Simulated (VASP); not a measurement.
# S (P-1) in VASP: single point with PBE+D3(BJ)

Aim: the single point of S with PBE+D3(BJ).

Program: VASP 6.6.1. These are calculated values, not measurements. Logs are shortened: lines on timing, memory, paths and dates and some standing lists are left out, and cuts for length are marked.

### 1 The cell of the first run

The typed cell holds 8 atoms: a = 5.476 Å, b = 2.960 Å, c = 11.788 Å, α = 100.12°, β = 71.02°, γ = 90.00°.

### 2 Single point, PBE+D3(BJ) (the part above a cut slid along it)

The input, INCAR:

```
PREC = Accurate ; ENCUT = 520
EDIFF = 1E-7 ; ISMEAR = 0
SIGMA = 0.15 ; LREAL = False
LASPH = True ; NELM = 100
ALGO = Normal ; ISIF = 2
LWAVE = False ; LCHARG = True
GGA = PE ; IVDW = 12
LVHAR = True ; NBANDS = 34
KPAR = 4
```

The input, KPOINTS:

```
Automatic mesh
0
Gamma
  9 16 5
```

The input, POSCAR:

```
S
1.0
    0.0000000000     -5.4762743414      0.0000000000
    0.0000000000      0.0000000000     -2.9602546931
   10.9525486828     -3.8333920390      2.0721782852
S
8
Direct
   -0.0094011725      0.6320669706      0.1886671009
   -0.3594011725      0.9820669706      0.6886671009
    0.3094011725      1.0679330294      0.8113328991
    0.6594011725      0.7179330294      0.3113328991
   -0.2797327687      0.6570669706      0.9386671009
    0.0702672313      0.3070669706      0.4386671009
    0.5797327687      0.0429330294      0.0613328991
    0.2297327687      0.3929330294      0.5613328991
```

Potentials or basis: VASP PAW PBE potentials, release 64 (S).

Command:

```bash
$ cat potpaw_PBE.64/S/POTCAR > POTCAR
$ mpirun -np 4 vasp_std > vasp.out
```

OUTCAR:

```text
PREC = Accurate
   ENCUT = 520
   EDIFF = 1E-7
   ISMEAR = 0
   LREAL = False
   LASPH = True
   NELM = 100
   ISIF = 2
   GGA = PE
   IVDW = 12
 IVDW          = 12

 ion  position               nearest neighbor table
   1  0.991  0.632  0.189-   4 1.90
   2  0.641  0.982  0.689-   3 1.90
   3  0.309  0.068  0.811-   2 1.90
   4  0.659  0.718  0.311-   1 1.90
   5  0.720  0.657  0.939-   7 1.64   7 2.49
   6  0.070  0.307  0.439-   8 1.90
   7  0.580  0.043  0.061-   5 1.64   5 2.49
   8  0.230  0.393  0.561-   6 1.90

  LATTYP: Found a triclinic cell.
 ALAT       =     2.9602546931
 B/A-ratio  =     2.7243813930
 C/A-ratio  =     4.9762058956
 COS(alpha) =     0.0111432405
 COS(beta)  =     0.4621995247
 COS(gamma) =     0.7341116061

  Lattice vectors:

 A1 = (   0.0000000000,   0.0000000000,   2.9602546931)
 A2 = (   0.0000000000,   5.4762743414,   5.9205093862)
 A3 = ( -10.9525486828,  -7.1191566438,   6.8085857941)

Analysis of symmetry for initial positions (statically):
=====================================================================
 Subroutine PRICEL returns:
 Original cell was already a primitive cell.

 Routine SETGRP: Setting up the symmetry group for a
 triclinic supercell.

 Subroutine GETGRP returns: Found  2 space group operations
 (whereof  1 operations were pure point group operations)
 out of a pool of  2 trial point group operations.

The static configuration has the point symmetry C_1 .
 The point group associated with its full space group is S_2 .

Analysis of symmetry for dynamics (positions and initial velocities):
=====================================================================
 Subroutine PRICEL returns:
 Original cell was already a primitive cell.

 Routine SETGRP: Setting up the symmetry group for a
 triclinic supercell.

 Subroutine GETGRP returns: Found  2 space group operations
 (whereof  1 operations were pure point group operations)
 out of a pool of  2 trial point group operations.

The dynamic configuration has the point symmetry C_1 .
 The point group associated with its full space group is S_2 .

 Subroutine INISYM returns: Found  2 space group operations
 (whereof  1 operations are pure point group operations),
 and found     1 'primitive' translations

----------------------------------------------------------------------------------------

                                     Primitive cell

  volume of cell :     177.5536

  direct lattice vectors                    reciprocal lattice vectors
     0.000000000 -5.476274341  0.000000000    -0.063912065 -0.182605899  0.000000000
     0.000000000  0.000000000 -2.960254693     0.063912065  0.000000000 -0.337808771
    10.952548683 -3.833392039  2.072178285     0.091302950  0.000000000  0.000000000

  length of vectors
     5.476274341  2.960254693 11.787584147     0.193467482  0.343801568  0.091302950

  position of ions in fractional coordinates (direct lattice)
     0.990598828  0.632066971  0.188667101
     0.640598827  0.982066971  0.688667101
     0.309401173  0.067933029  0.811332899
     0.659401172  0.717933029  0.311332899
     0.720267231  0.657066971  0.938667101
     0.070267231  0.307066971  0.438667101
     0.579732769  0.042933029  0.061332899
     0.229732769  0.392933029  0.561332899

  ion indices of the primitive-cell ions
   primitive index   ion index
                 1           1
                 2           2
                 3           3
                 4           4
                 5           5
                 6           6
                 7           7
                 8           8

----------------------------------------------------------------------------------------

 KPOINTS: Automatic mesh

Automatic generation of k-mesh.
 Grid dimensions read from file:
 generate k-points for:    9   16    5

 Generating k-lattice:

  Cartesian coordinates                     Fractional coordinates (reciprocal lattice)
    -0.007101341 -0.020289544  0.000000000     0.111111111  0.000000000 -0.000000000
     0.003994504  0.000000000 -0.021113048     0.000000000  0.062500000  0.000000000
     0.018260590  0.000000000  0.000000000     0.000000000  0.000000000  0.200000000

  Length of vectors
     0.021496387  0.021487598  0.018260590

  Shift w.r.t. Gamma in fractional coordinates (k-lattice)
     0.000000000  0.000000000  0.000000000

 Subroutine IBZKPT returns following result:
 ===========================================

 Found    361 irreducible k-points:

 Following reciprocal coordinates:
            Coordinates               Weight
  0.000000  0.000000  0.000000      1.000000
  0.111111  0.000000  0.000000      2.000000
  0.222222  0.000000  0.000000      2.000000
  0.333333  0.000000  0.000000      2.000000
  0.444444  0.000000  0.000000      2.000000
  0.000000  0.062500  0.000000      2.000000
[... 16 lines left out ...]
 -0.111111  0.125000  0.000000      2.000000
  0.000000  0.187500  0.000000      2.000000
 [... further k-points ...]
   k-points           NKPTS =    361   k-points in BZ     NKDIM =    361   number of bands    NBANDS=     34
   number of dos      NEDOS =    301   number of ions     NIONS =      8
   total plane-waves  NPLWV =  90720
   dimension x,y,z NGX =    42 NGY =   24 NGZ =   90
   dimension x,y,z NGXF=    84 NGYF=   48 NGZF=  180
   ions per type =               8
   NGX,Y,Z   is equivalent  to a cutoff of  12.75, 13.48, 12.69 a.u.
   NGXF,Y,Z  is equivalent  to a cutoff of  25.50, 26.96, 25.39 a.u.
 SYSTEM =  unknown system
   PREC   = accura    normal or accurate (medium, high low for compatibility)
   ISTART =      0    job   : 0-new  1-cont  2-samecut
   ICHARG =      2    charge: 1-file 2-atom 10-const
   ISPIN  =      1    spin polarized calculation?
   LNONCOLLINEAR =      F non collinear calculations
   LSORBIT =      F    spin-orbit coupling
   LASPH  =      T    aspherical Exc in radial PAW
   ENCUT  =  520.0 eV  38.22 Ry    6.18 a.u.  10.18  5.50 21.92*2*pi/ulx,y,z
   NELM   =    100;   NELMIN=  2; NELMDL= -5     # of ELM steps
   EDIFF  = 0.1E-06   stopping-criterion for ELM
   LREAL  =      F    real-space projection
   EDIFFG = 0.1E-05   stopping-criterion for IOM
   NSW    =      0    number of steps for IOM
   IBRION =     -1    ionic relax: 0-MD 1-quasi-New 2-CG
   NFREE  =      0    steps in history (QN), initial steepest desc. (CG)
   ISIF   =      2    stress and relaxation
   ISYM   =      2    0-nonsym 1-usesym 2-fastsym
   POTIM  = 0.5000    time-step for ionic-motion
   TEBEG  =    0.0;   TEEND  =   0.0 temperature during run
   PSTRESS=    0.0 pullay stress
   NELECT =      48.0000    total number of electrons
   NUPDOWN=      -1.0000    fix difference up-down
   EMIN   =  10.00;   EMAX   =-10.00  energy-range for DOS
   EFERMI =   0.00;   METHOD = LEGACY
   ISMEAR =     0;   SIGMA  =   0.15  broadening in eV -4-tet -1-fermi 0-gaus
   EFERMI_NEDOS =   21; number of points for ismear=-14 and -15
   IALGO  =     38    algorithm
   IMIX   =      4    mixing-type and parameters
     AMIX     =   0.40;   BMIX     =  1.00
     AMIX_MAG =   1.60;   BMIX_MAG =  1.00
  volume/ion in A,a.u.               =      22.19       149.77
  Fermi-wavevector in a.u.,A,eV,Ry     =   1.058552  2.000373 15.245760  1.120532
  Thomas-Fermi vector in A             =   2.193865
   LORBIT       =      0    0 simple, 1 ext, 2 COOP (PROOUT), +10 PAW based schemes
   GGA     = PE    functional components
   LHFCALC =     F    Hartree Fock is set to
   AEXX    =    0.0000 exact exchange contribution
   IVDW    =    12    specifies the selected vdW correction
   LEPSILON=     F    determine dielectric tensor
   LRPA    =     F    only Hartree local field effects (RPA)
 non-spin polarized calculation
 Gauss-broadening in eV      SIGMA  =   0.15
  energy-cutoff  :      520.00
  volume of cell :      177.55
 maximum number of plane-waves:      4813
 NGX is ok and might be reduce to    42
   NGX = 21   NGY = 11   NGZ = 43

 number of electron      48.0000002 magnetization

 Free energy of the ion-electron system (eV)
  ---------------------------------------------------
  ext. energy  EPLUGINS =         0.00000000
  ---------------------------------------------------
  free energy    TOTEN  =       -27.41174525 eV

  energy without entropy =      -27.32585850  energy(sigma->0) =      -27.36880187

 E-fermi :   3.8263     XC(G=0):  -9.0973

 val. band max:        3.8259249178   @ k =   0.3333   0.1250   0.0000
 cond. band min:       3.8268639522   @ k =  -0.1111  -0.2500   0.2000
 fundamental gap:      0.0009390344
 Fermi energy:         3.8262977775

 k-point     1 :       0.0000    0.0000    0.0000
  band No.  band energies     occupation
      1     -15.4943      2.00000
      2     -12.6059      2.00000
      3     -12.3111      2.00000
      4     -12.0362      2.00000
      5      -7.0445      2.00000
      6      -7.0215      2.00000
[... 26 lines left out ...]
     33      10.4213      0.00000
     34      10.4273      0.00000

 k-point     2 :       0.1111    0.0000    0.0000
  band No.  band energies     occupation
      1     -15.4933      2.00000
      2     -12.5897      2.00000
      3     -12.3074      2.00000
      4     -12.0533      2.00000
      5      -7.0734      2.00000
      6      -7.0362      2.00000
[... 26 lines left out ...]
     33      10.1993      0.00000
     34      10.4593      0.00000

 k-point     3 :       0.2222    0.0000    0.0000
  band No.  band energies     occupation
      1     -15.4905      2.00000
      2     -12.5425      2.00000
      3     -12.2989      2.00000
      4     -12.1021      2.00000
      5      -7.2003      2.00000
      6      -7.0670      2.00000
[... 26 lines left out ...]
     33       9.9013      0.00000
     34      10.5818      0.00000

 k-point     4 :       0.3333    0.0000    0.0000
  band No.  band energies     occupation
      1     -15.4873      2.00000
      2     -12.4695      2.00000
      3     -12.2910      2.00000
      4     -12.1751      2.00000
      5      -7.2796      2.00000
      6      -7.1007      2.00000
[... 26 lines left out ...]
     33       9.7512      0.00000
     34      10.7458      0.00000

 k-point     5 :       0.4444    0.0000    0.0000
  band No.  band energies     occupation
      1     -15.4852      2.00000
      2     -12.3849      2.00000
      3     -12.2869      2.00000
      4     -12.2589      2.00000
      5      -7.2802      2.00000
      6      -7.1236      2.00000
[... 621 lines left out ...]
 k-point    22 :      -0.2222    0.1250    0.0000
  band No.  band energies     occupation
      1     -15.3352      2.00000
      2     -12.4070      2.00000
      3     -12.1684      2.00000
      4     -11.9859      2.00000
      5      -7.0607      2.00000
      6      -6.9152      2.00000
[... 26 lines left out ...]
     33      10.1279      0.00000
     34      10.6701      0.00000

 k-point    23 :      -0.1111    0.1250    0.0000
  band No.  band energies     occupation
      1     -15.3379      2.00000
      2     -12.4525      2.00000
      3     -12.1759      2.00000
      4     -11.9402      2.00000
      5      -6.9495      2.00000
      6      -6.8854      2.00000
[... 26 lines left out ...]
     33      10.1475      0.00000
     34      10.7336      0.00000

 k-point    24 :       0.0000    0.1875    0.0000
  band No.  band energies     occupation
      1     -15.1548      2.00000
      2     -12.3041      2.00000
      3     -12.0276      2.00000
      4     -11.7950      2.00000
      5      -6.7430      2.00000
      6      -6.6964      2.00000
[... 26 lines left out ...]
     33      10.1208      0.00000
     34      10.8750      0.00000

 [... further k-points ...]

------------------------ aborting loop because EDIFF is reached ----------------------------------------

 Edisp (eV)   -2.15932

 E8    (eV) :    -0.7790

  FORCE on cell =-STRESS in cart. coord.  units (eV):
  Direction    XX          YY          ZZ          XY          YZ          ZX
  --------------------------------------------------------------------------------------
  -------------------------------------------------------------------------------------
  Total      12.98002     0.38227    14.07803     3.64705    -2.88305   -11.55100
  in kB     117.12688     3.44950   127.03486    32.90966   -26.01559  -104.23192
  external pressure =       82.54 kB  Pullay stress =        0.00 kB

 VOLUME and BASIS-vectors are now :
 -----------------------------------------------------------------------------
  energy-cutoff  :      520.00
  volume of cell :      177.55
      direct lattice vectors                 reciprocal lattice vectors
     0.000000000 -5.476274341  0.000000000    -0.063912065 -0.182605899  0.000000000
     0.000000000  0.000000000 -2.960254693     0.063912065  0.000000000 -0.337808771
    10.952548683 -3.833392039  2.072178285     0.091302950  0.000000000  0.000000000

 POSITION                                       TOTAL-FORCE (eV/Angst)
 -----------------------------------------------------------------------------------
      2.06639     -6.14803     -1.48013        -0.302822     -0.257476      0.129207
      7.54266     -6.14803     -1.48013        -0.026488     -0.172491      0.186989
      8.88616     -4.80452      1.48013         0.302822      0.257476     -0.129207
      3.40989     -4.80452     -1.48013         0.026488      0.172491     -0.186989
     10.28080     -7.54266      0.00000       -11.055629     -2.579739      8.087530
      4.80452     -2.06639      0.00000         0.126641     -0.201227      0.004365
      0.67175     -3.40989     -0.00000        11.055629      2.579739     -8.087530
      6.14803     -3.40989     -0.00000        -0.126641      0.201227     -0.004365
 -----------------------------------------------------------------------------------
    total drift:                                0.000001     -0.000001      0.000001

  FREE ENERGIE OF THE ION-ELECTRON SYSTEM (eV)
  ---------------------------------------------------
  free  energy   TOTEN  =       -29.5710608386 eV

  energy  without entropy=      -29.4851740890  energy(sigma->0) =      -29.52811746
```

It took 7.3 min on 4 MPI ranks of Intel Xeon 6975P-C (Granite Rapids), shared host; peak memory 1.3 GiB.

Results:

* Free energy: -29.5711 eV
* Pressure: 8.3 GPa
* Largest force: 13.939 eV/Å
* Band gap on the k mesh: zero (bands 24 and 25 overlap by 1.07 eV)
* Dispersion energy per atom: -0.270 eV

Forces in eV/Å, atoms in the order of the input:
```
S    -0.303  -0.257   0.129
S    -0.026  -0.172   0.187
S     0.303   0.257  -0.129
S     0.026   0.172  -0.187
S   -11.056  -2.580   8.088
S     0.127  -0.201   0.004
S    11.056   2.580  -8.088
S    -0.127   0.201  -0.004
```

Stress tensor (GPa, compression positive):
```
 11.71   3.29 -10.42
  3.29   0.34  -2.60
-10.42  -2.60  12.70
```

Caveat: the cell differs from its parent crystal (the part above a cut slid along it); the stress differs along the axes, from 0 to 13 GPa; forces of over 1 eV/Å act on the atoms, so gaps and moduli don't describe the material at rest.
